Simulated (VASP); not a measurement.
Here is a VASP 6.6.1 calculation.

INCAR

```
SYSTEM = Sn
PREC = Accurate
ENCUT = 520
EDIFF = 1E-7
ISMEAR = 1
SIGMA = 0.2
LREAL = .False.
LASPH = .True.
NELM = 60
ALGO = Normal
ISIF = 2
LWAVE = .False.
LCHARG = .False.
GGA = PE
IVDW = 12
NBANDS = 21
```

File KPOINTS:

```
Automatic mesh
0
Gamma
  8 8 8
  0 0 0
```

Contents of POSCAR:

```
Sn
1.0
    0.0000000000      3.2333400000      3.2333400000
    3.2333400000      0.0000000000      3.2333400000
    3.2333400000      3.2333400000      0.0000000000
Sn
2
Direct
    0.0000000000      0.0000000000      0.0000000000
    0.2500000000      0.2500000000      0.2500000000
```

Potentials or basis: VASP PAW PBE potentials, release 64 (Sn_d).

The run is started by

```sh
$ cat potpaw_PBE.64/Sn_d/POTCAR > POTCAR
$ mpirun -np 1 vasp_std > vasp.out
```

**Question.** What does it give for the dispersion energy per atom?

**Answer.** -0.311 eV.

**Question.** What does it give for the band gap on the k mesh?

**Answer.** Zero (band 14 reaches 5.84 eV, above the bottom of band 15 at 5.77 eV).

Caveat: three body term missing; spin-orbit coupling is left out, which moves the levels of the heavy elements.
